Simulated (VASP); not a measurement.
A run of VASP 6.6.1 is set up as follows.

File INCAR:

```
SYSTEM = ZnO
ALGO = Normal
EDIFF = 1E-6
ENCUT = 520
GGA = PS
ISIF = 2
ISMEAR = -1
LASPH = .TRUE.
LCHARG = .FALSE.
LREAL = .FALSE.
LWAVE = .FALSE.
NBANDS = 26
NELM = 100
PREC = Accurate
SIGMA = 0.03
```

File KPOINTS:

```
k-points
0
G
  9 9 6
  0 0 0
```

The input POSCAR:

```
ZnO
1.0
    2.9776021112      0.0000000000      0.0000000000
   -1.4888010556      2.5786790707      0.0000000000
    0.0000000000      0.0000000000      5.1189865965
Zn O
2 2
Direct
    0.0000000000      0.0000000000      0.0000000000
    0.0000000000      0.0000000000      0.5000000000
    0.3333333333      0.6666666667      0.2500000000
    0.6666666667      0.3333333333      0.7500000000
```

Potentials or basis: VASP PAW PBE potentials, release 64 (Zn, O).

Launch:

```console
$ cat potpaw_PBE.64/Zn/POTCAR potpaw_PBE.64/O/POTCAR > POTCAR
$ mpirun -np 1 vasp_std > vasp.out
```

Predict the band gap on the k mesh.

0.65 eV.

Predict the pressure.

1.1 GPa.

Stress tensor (GPa, compression positive):
```
1.05 0.00 0.00
0.00 1.05 0.00
0.00 0.00 1.18
```

Caveat: the PAW data sets were made with another functional, which shifts forces and pressure a little.
